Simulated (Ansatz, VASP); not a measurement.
# One calculation of Ce, two programs

```
CELL_PARAMETERS angstrom
0.00000 2.58060 2.58060
2.58060 0.00000 2.58060
2.58060 2.58060 0.00000
ATOMIC_POSITIONS crystal
Ce 0.00000 0.00000 0.00000
```

Alike in both runs: task relaxation of cell and atoms; functional RPBE; k mesh 11 × 11 × 11; occupations fermi-dirac, width 0.1 eV; no spin polarisation.

```csv
,VASP,Ansatz
version,VASP 6.6.1,Ansatz 0.2.0
potentials or method,"VASP PAW PBE potentials, release 64 (Ce), cutoff 600 eV","plane waves (420 eV) with PAW, scalar-relativistic"
valence electrons in the cell,12,12
```

```tsv
	VASP	Ansatz	Ansatz less VASP
relaxed volume (Å³/atom)	28.41	28.38	-0.027
relaxed cell length with the largest relative difference (Å)	3.425	3.424	-0.0011
```

VASP's potentials were made for PBE, not for RPBE.

Neither program's run includes spin-orbit coupling. Noted on VASP's run: the volume moved by over 15 % at a fixed basis, so the end points are rough.
